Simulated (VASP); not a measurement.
# Sr (P6_3/mmc) in VASP: notebook, part 2 of 2

VASP 6.6.1. The steps go on from the part before.

### 4 Single point, PBEsol

This run uses another cell than the first one, of 38.86 Å³/atom.

File INCAR:

```
SYSTEM = Sr
  PREC = Accurate
  ENCUT = 520
  EDIFF = 1E-6
  ISMEAR = 1
  SIGMA = 0.05
  LREAL = .False.
  LASPH = .True.
  NELM = 60
  ALGO = Normal
  ISIF = 2
  LWAVE = .False.
  LCHARG = .False.
  GGA = PS
  NBANDS = 17
```

File KPOINTS:

```
Automatic mesh
0
Gamma
  6 6 3
  0 0 0
```

File POSCAR:

```
Sr
1.0
    3.7669016587      0.0000000000      0.0000000000
   -1.8834508293      3.2622325300      0.0000000000
    0.0000000000      0.0000000000      6.3239672614
Sr
2
Direct
    0.3333333333      0.6666666667      0.2500000000
    0.6666666667      0.3333333333      0.7500000000
```

Potentials or basis: VASP PAW PBE potentials, release 64 (Sr_sv).

On the command line:

```console
$ cat potpaw_PBE.64/Sr_sv/POTCAR > POTCAR
$ mpirun -np 1 vasp_std > vasp.out
```

OUTCAR:

```text
SYSTEM = Sr
   PREC = Accurate
   ENCUT = 520
   EDIFF = 1E-6
   ISMEAR = 1
   LREAL = .False.
   LASPH = .True.
   NELM = 60
   ISIF = 2
   GGA = PS

 ion  position               nearest neighbor table
   1  0.333  0.667  0.250-   2 3.84   2 3.84   2 3.84   2 3.84   2 3.84   2 3.84
   2  0.667  0.333  0.750-   1 3.84   1 3.84   1 3.84   1 3.84   1 3.84   1 3.84

  LATTYP: Found a hexagonal cell.
 ALAT       =     3.7669016587
 C/A-ratio  =     1.6788246242

  Lattice vectors:

 A1 = (   3.7669016587,   0.0000000000,   0.0000000000)
 A2 = (  -1.8834508293,   3.2622325300,   0.0000000000)
 A3 = (   0.0000000000,   0.0000000000,   6.3239672614)

Analysis of symmetry for initial positions (statically):
=====================================================================
 Subroutine PRICEL returns:
 Original cell was already a primitive cell.

 Routine SETGRP: Setting up the symmetry group for a
 hexagonal supercell.

 Subroutine GETGRP returns: Found 24 space group operations
 (whereof 12 operations were pure point group operations)
 out of a pool of 24 trial point group operations.

The static configuration has the point symmetry D_3d.
 The point group associated with its full space group is D_6h.

Analysis of symmetry for dynamics (positions and initial velocities):
=====================================================================
 Subroutine PRICEL returns:
 Original cell was already a primitive cell.

 Routine SETGRP: Setting up the symmetry group for a
 hexagonal supercell.

 Subroutine GETGRP returns: Found 24 space group operations
 (whereof 12 operations were pure point group operations)
 out of a pool of 24 trial point group operations.

The dynamic configuration has the point symmetry D_3d.
 The point group associated with its full space group is D_6h.

 Subroutine INISYM returns: Found 24 space group operations
 (whereof 12 operations are pure point group operations),
 and found     1 'primitive' translations

[... 100 lines left out ...]
   IALGO  =     38    algorithm
   IMIX   =      4    mixing-type and parameters
     AMIX     =   0.40;   BMIX     =  1.00
     AMIX_MAG =   1.60;   BMIX_MAG =  1.00
  volume/ion in A,a.u.               =      38.86       262.21
  Fermi-wavevector in a.u.,A,eV,Ry     =   1.041330  1.967829 14.753737  1.084369
  Thomas-Fermi vector in A             =   2.175946
   LORBIT       =      0    0 simple, 1 ext, 2 COOP (PROOUT), +10 PAW based schemes
   GGA     = PS    functional components
   LHFCALC =     F    Hartree Fock is set to
   AEXX    =    0.0000 exact exchange contribution
   IVDW    =     0    specifies the selected vdW correction
   LEPSILON=     F    determine dielectric tensor
   LRPA    =     F    only Hartree local field effects (RPA)
 non-spin polarized calculation
 Methfessel and Paxton  Order N= 1 SIGMA  =   0.05
  energy-cutoff  :      520.00
  volume of cell :       77.71
 maximum number of plane-waves:      2102
 NGX is ok and might be reduce to    28
   NGX = 13   NGY = 13   NGZ = 23

 number of electron      20.0000000 magnetization

 Free energy of the ion-electron system (eV)
  ---------------------------------------------------
  ext. energy  EPLUGINS =         0.00000000
  ---------------------------------------------------
  free energy    TOTEN  =        -3.26850798 eV

  energy without entropy =       -3.26712894  energy(sigma->0) =       -3.26804830

 E-fermi :   2.8053     XC(G=0):  -8.5951

 val. band max:        2.8020374333   @ k =   0.3333   0.1667   0.0000
 cond. band min:       2.8284392193   @ k =   0.1667   0.1667   0.0000
 fundamental gap:      0.0264017860
 Fermi energy:         2.8053455352

 k-point     1 :       0.0000    0.0000    0.0000
  band No.  band energies     occupation
      1     -33.0953      2.00000
      2     -33.0345      2.00000
      3     -15.4537      2.00000
      4     -14.9184      2.00000
      5     -14.9184      2.00000
      6     -14.8506      2.00000
[... 257 lines left out ...]
      4     -15.3318      2.00000
      5     -15.2922      2.00000
      6     -15.2057      2.00000
[... 9 lines left out ...]
     16       6.9100      0.00000
     17       8.4999      0.00000

------------------------ aborting loop because EDIFF is reached ----------------------------------------

  FORCE on cell =-STRESS in cart. coord.  units (eV):
  Direction    XX          YY          ZZ          XY          YZ          ZX
  --------------------------------------------------------------------------------------
  -------------------------------------------------------------------------------------
  Total        2.4418249      2.4418249      2.4036337      0.0000000     -0.0000000      0.0000000
  in kB       50.3426745     50.3426745     49.5552948      0.0000000     -0.0000000      0.0000000
  external PRESSURE =      50.0802146 kB  Pullay stress =       0.0000000 kB

 VOLUME and BASIS-vectors are now :
 -----------------------------------------------------------------------------
  energy-cutoff  :      520.00
  volume of cell :       77.71
      direct lattice vectors                 reciprocal lattice vectors
     3.766901659  0.000000000  0.000000000     0.265470164  0.153269270  0.000000000
    -1.883450829  3.262232530  0.000000000     0.000000000  0.306538541  0.000000000
     0.000000000  0.000000000  6.323967261     0.000000000  0.000000000  0.158128586

 POSITION                                       TOTAL-FORCE (eV/Angst)
 -----------------------------------------------------------------------------------
     -0.00000      2.17482      1.58099        -0.000000      0.000000      0.000000
      1.88345      1.08741      4.74298         0.000000     -0.000000      0.000000
 -----------------------------------------------------------------------------------
    total drift:                               -0.000000      0.000000     -0.000000

  FREE ENERGIE OF THE ION-ELECTRON SYSTEM (eV)
  ---------------------------------------------------
  free  energy   TOTEN  =        -3.2685079836 eV

  energy  without entropy=       -3.2671289419  energy(sigma->0) =       -3.26804830
```

stdout:

```text
POSCAR found type information on POSCAR Sr
 POSCAR found :  1 types and       2 ions
 scaLAPACK will be used
 -----------------------------------------------------------------------------
|                                                                             |
|                                                                             |
|     You enforced a specific xc type in the INCAR file but a different       |
|     I HOPE YOU KNOW WHAT YOU ARE DOING!                                     |
|                                                                             |
 -----------------------------------------------------------------------------

 LDA part: xc-table for (Slater+PW92), standard interpolation
 POSCAR, INCAR and KPOINTS ok, starting setup
 FFT: planning ... GRIDC
 FFT: planning ... GRID_SOFT
 FFT: planning ... GRID
 WAVECAR not read
 entering main loop
```

Wall time 16 s (1 thread of Intel Xeon Platinum 8488C (Sapphire Rapids), shared host); peak memory 0.17 GiB.

What came out:

- Free energy: -3.2685 eV
- Pressure: 5.0 GPa
- Band gap on the k mesh: zero (bands 10 and 11 overlap by 0.47 eV)

Caveat: the cell stands under pressure; the PAW data sets were made with another functional, which shifts forces and pressure a little.

### 5 Single point, PBEsol

This run uses another cell than the first one, of 52.85 Å³/atom.

File INCAR:

```
SYSTEM = Sr
ALGO = Normal
EDIFF = 1E-7
ENCUT = 520
GGA = PS
ISIF = 2
ISMEAR = 1
LASPH = .True.
LCHARG = .False.
LREAL = .False.
LWAVE = .False.
NBANDS = 17
NELM = 80
PREC = Accurate
SIGMA = 0.05
```

File KPOINTS:

```
k-points
0
Gamma
  6 6 3
  0 0 0
```

File POSCAR:

```
Sr
1.0
    4.2845505962      0.0000000000      0.0000000000
   -2.1422752981      3.7105296601      0.0000000000
    0.0000000000      0.0000000000      6.6486670512
Sr
2
Direct
    0.3333333333      0.6666666667      0.2500000000
    0.6666666667      0.3333333333      0.7500000000
```

On the command line:

```console
$ cat potpaw_PBE.64/Sr_sv/POTCAR > POTCAR
$ mpirun -np 1 vasp_std > vasp.out
```

Run time: 35 s. Hardware: 1 thread of Intel Xeon Platinum 8488C (Sapphire Rapids), shared host; peak memory 0.21 GiB.

Results (log left out):

```
Free energy            : -3.6304 eV
Pressure               : 0.0 GPa
Band gap on the k mesh : zero (bands 10 and 11 overlap by 0.19 eV)
```

Levels at points of the mesh, in eV from the Fermi level:
| k point | band 6 | band 7 | band 8 | band 9 | band 10 | band 11 | band 12 | band 13 | band 14 | band 15 |
| --- | --- | --- | --- | --- | --- | --- | --- | --- | --- | --- |
| (0.00, 0.00, 0.00) | -18.34 | -18.34 | -18.34 | -3.72 | -1.02 | 0.34 | 2.27 | 2.27 | 2.60 | 2.77 |
| (0.50, 0.00, 0.00) | -18.42 | -18.41 | -18.36 | -1.20 | -0.57 | 0.10 | 0.19 | 1.48 | 2.05 | 2.12 |

Caveat: the PAW data sets were made with another functional, which shifts forces and pressure a little.

### 6 Summary

| cell | gap on the mesh (eV) | pressure (GPa) |
| --- | --- | --- |
| a = 3.390, b = 3.390, c = 5.486 Å, angles 90.0, 90.0, 120.0°, 2 atoms | none | 20.2 |
| a = 3.602, b = 3.602, c = 5.933 Å, angles 90.0, 90.0, 120.0°, 2 atoms | none | 10.1 |
| a = 3.767, b = 3.767, c = 6.324 Å, angles 90.0, 90.0, 120.0°, 2 atoms | none | 5.0 |
| a = 4.285, b = 4.285, c = 6.649 Å, angles 90.0, 90.0, 120.0°, 2 atoms | none | 0.0 |

Alike in all rows: task single point; level PBEsol; potentials or basis VASP PAW PBE potentials, release 64 (Sr_sv); no spin polarisation; k mesh 6 × 6 × 3; cutoff (eV) 520; smearing methfessel-paxton 0.05 eV.

Caveats: some runs use coarse meshes; the PAW data sets were made with another functional, which shifts forces and pressure a little; the cell stands under pressure (at least some runs).

Absolute energies hang on the potentials; compare differences alone.
